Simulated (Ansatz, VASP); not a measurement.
## One calculation of ZnAu, two programs

```
Zn Au
1.0
     3.21183    0.00000    0.00000
     0.00000    3.21183    0.00000
     0.00000    0.00000    3.21183
Zn Au
1 1
Direct
  0.50000 0.50000 0.50000
  0.00000 0.00000 0.00000
```

Change from the starting cell: volume scaled by 1.06, crystal datasets.

Alike in both runs: task electric field gradients; functional PBEsol; k mesh 13 × 13 × 13; occupations fermi-dirac, width 0.05 eV; no spin polarisation.

|  | VASP | Ansatz |
| --- | --- | --- |
| version | VASP 6.6.1 | Ansatz 0.2.0 |
| potentials or method | VASP PAW PBE potentials, release 64 (Zn, Au), cutoff 520 eV | all-electron PAW with datasets made for the crystal, scalar-relativistic |

|  | VASP | Ansatz | Ansatz less VASP |
| --- | --- | --- | --- |
| pressure (GPa) | -9.0 | -9.1 | -0.10 |

VASP's potentials were made for PBE, not for PBEsol. Ansatz ran all-electron here, and VASP with PAW potentials.

Spin-orbit coupling is off throughout.
